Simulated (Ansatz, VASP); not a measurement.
# SnO: VASP beside Ansatz

INCAR

```
SYSTEM = SnO
ALGO = Normal
EDIFF = 1E-6
ENCUT = 520
GGA = CA
ISIF = 2
ISMEAR = -1
LASPH = .True.
LCHARG = .True.
LELF = .True.
LREAL = .False.
LVHAR = .True.
LWAVE = .False.
NBANDS = 28
NELM = 80
PREC = Accurate
SIGMA = 0.05
```

The input KPOINTS:

```
k-points
0
Gamma
  4 4 3
  0 0 0
```

Contents of POSCAR:

```
SnO
1.0
    3.8136952200      0.0000000000      0.0000000000
    0.0000000000      3.8136952200      0.0000000000
    0.0000000000      0.0000000000      4.8869133000
Sn O
2 2
Direct
    0.5000000000      0.0000000000      0.7646261400
    0.0000000000      0.5000000000      0.2353738600
    0.0000000000      0.0000000000      0.0000000000
    0.5000000000      0.5000000000      0.0000000000
```

Contents of input.yaml:

```yaml
crystal:
  lattice:
    - [3.81369522, 0.0, 0.0]
    - [0.0, 3.81369522, 0.0]
    - [0.0, 0.0, 4.8869133]
  atoms:
    - { symbol: Sn, position: [0.5, 0.0, 0.76462614] }
    - { symbol: Sn, position: [0.0, 0.5, 0.23537386] }
    - { symbol: O, position: [0.0, 0.0, 0.0] }
    - { symbol: O, position: [0.5, 0.5, 0.0] }
hamiltonian:
  xc: lda
  pseudopotentials: { kind: paw }
kpoints:
  mp_grid: { grid: [4, 4, 3] }
  band_path:
    path:
      - [[0.0, 0.0, 0.0], [0.0, 0.5, 0.0], [0.5, 0.5, 0.0], [0.0, 0.0, 0.0], [0.0, 0.0, 0.5], [0.0, 0.5, 0.5], [0.5, 0.5, 0.5], [0.0, 0.0, 0.5]]
      - [[0.0, 0.5, 0.0], [0.0, 0.5, 0.5]]
      - [[0.5, 0.5, 0.0], [0.5, 0.5, 0.5]]
    npoints: 14
scf:
  occupations: { method: fermi_dirac, width: 0.05 }
  n_extra_bands: 10
output:
  forces: true
  stress: true
  eigenvalues: true
  fatbands: true
```

Alike in both runs: functional LDA; k mesh 4 × 4 × 3; occupations fermi-dirac, width 0.05 eV; no spin polarisation.

|  | VASP | Ansatz |
| --- | --- | --- |
| version | VASP 6.6.1 | Ansatz 0.2.0 |
| potentials or method | VASP PAW LDA potentials, release 64 (Sn_d, O) | Ansatz PAW |
| plane-wave cutoff (eV) | 520 | 420 |
| valence electrons in the cell | 40 | 40 |
| task | single point | band structure |

VASP gave:

* gap on the k mesh at the Fermi level (eV): 0.22
* least direct gap on the mesh (eV): 2.03
* pressure (GPa): -3.0
* traceless stress, the component that is largest in VASP (GPa): 0.37
* rms of the force components (eV/Å): 0.044

Question: Estimate Ansatz's values.

Answer: gap on the k mesh at the Fermi level (eV): 0.23; least direct gap on the mesh (eV): 2.06; pressure (GPa): -3.3; traceless stress, the component that is largest in VASP (GPa): 0.35; rms of the force components (eV/Å): 0.088.

LDA's correlation is that of Perdew and Zunger in VASP and of Perdew and Wang (1992) in Ansatz. Atom by atom the forces differ by 0.045 eV/Å (rms over components).

The k mesh is coarse, so the values compare programs but aren't converged.
